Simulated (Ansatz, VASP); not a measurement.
# Ge: VASP beside Ansatz

```xyz
2
Lattice="0.0000 2.7581 2.6873 2.7581 0.0000 2.6873 2.7581 2.7581 0.0000" Properties=species:S:1:pos:R:3 pbc="T T T"
Ge    2.7581    2.7581    2.6873
Ge    4.1371    4.1371    4.0310
```

Change from the starting cell: strain -0.025 along x and y, -0.050 along z, atoms carried along.

Alike in both runs: task single point; functional PBEsol; k mesh 14 × 14 × 14; occupations gaussian, width 0.15 eV; no spin polarisation.

```csv
,VASP,Ansatz
version,VASP 6.6.1,Ansatz 0.2.0
potentials or method,"VASP PAW PBE potentials, release 64 (Ge_d), cutoff 520 eV","scalar-relativistic, plane waves, PAW"
valence electrons in the cell,28,28
```

```tsv
	VASP	Ansatz	Ansatz less VASP
gap on the k mesh at the Fermi level (eV)	none	none	-
pressure (GPa)	9.7	9.8	+0.11
traceless stress, the component that is largest in VASP (GPa)	1.20	1.20	-0.005
```

VASP's potentials were made for PBE, not for PBEsol. A gap of «none» marks a metal or a gap that the smearing closes.
